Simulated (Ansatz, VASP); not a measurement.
One calculation of Ir, two programs

```xyz
2
Lattice="0.0000 2.7865 2.7865 2.7865 0.0000 2.7865 2.7865 2.7865 0.0000" Properties=species:S:1:pos:R:3 pbc="T T T"
Ir    1.3932    1.3932    1.3932
Ir    0.0000    0.0000    0.0000
```

Alike in both runs: functional PBE; k mesh 6 × 6 × 6; occupations gaussian, width 0.1 eV; no spin polarisation.

Ansatz relaxed the structure, and its values are those at the end. VASP's run is a single point on that final structure, the one shown.

```csv
,VASP,Ansatz
version,VASP 6.6.1,Ansatz 0.2.0
potentials or method,"VASP PAW PBE potentials, release 64 (Ir), cutoff 500 eV","scalar-relativistic, plane waves, PAW"
valence electrons in the cell,18,34
```

```csv
,VASP,Ansatz,Ansatz less VASP
gap on the k mesh at the Fermi level (eV),none,none,-
pressure (GPa),-0.4,-0.1,+0.35
```

A gap of «none» marks a metal or a gap that the smearing closes. VASP's potentials hold 18 valence electrons a cell and Ansatz's 34, so a difference there can come from the potentials and not from the codes.

Spin-orbit coupling is off throughout.
